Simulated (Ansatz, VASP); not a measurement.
# MgCd3Te2 in VASP and in Ansatz

```
Mg Cd Te
1.0
     7.51529    0.00000    0.00000
    -3.75765    6.50843    0.00000
     0.00000    0.00000    4.20963
Mg Cd Te
1 3 2
Direct
  0.00000 0.00000 0.00000
  0.50000 0.00000 0.50000
  0.50000 0.50000 0.50000
  0.00000 0.50000 0.50000
  0.33333 0.66667 0.00000
  0.66667 0.33333 0.00000
```

Change from the starting cell: species swapped into the GdCo3B2 type (P6/mmm, No. 191).

Alike in both runs: task relaxation of cell and atoms; functional PBE; k mesh 6 × 6 × 10; occupations gaussian, width 0.1 eV; no spin polarisation.

|  | VASP | Ansatz |
| --- | --- | --- |
| version | VASP 6.6.1 | Ansatz 0.2.0 |
| potentials or method | VASP PAW PBE potentials, release 64 (Mg, Cd, Te), cutoff 600 eV | scalar-relativistic, plane waves, PAW |
| valence electrons in the cell | 50 | 102 |

VASP gave:

* gap on the k mesh at the Fermi level, each at its own relaxed structure (eV): none
* relaxed volume (Å³/atom): 34.26
* relaxed cell length with the largest relative difference (Å): 4.231

Estimate Ansatz's values.

gap on the k mesh at the Fermi level, each at its own relaxed structure (eV): none; relaxed volume (Å³/atom): 34.17; relaxed cell length with the largest relative difference (Å): 4.227.

A gap of «none» marks a metal or a gap that the smearing closes. VASP's potentials hold 50 valence electrons a cell and Ansatz's 102, so a difference there can come from the potentials and not from the codes.

Spin-orbit coupling is off throughout.
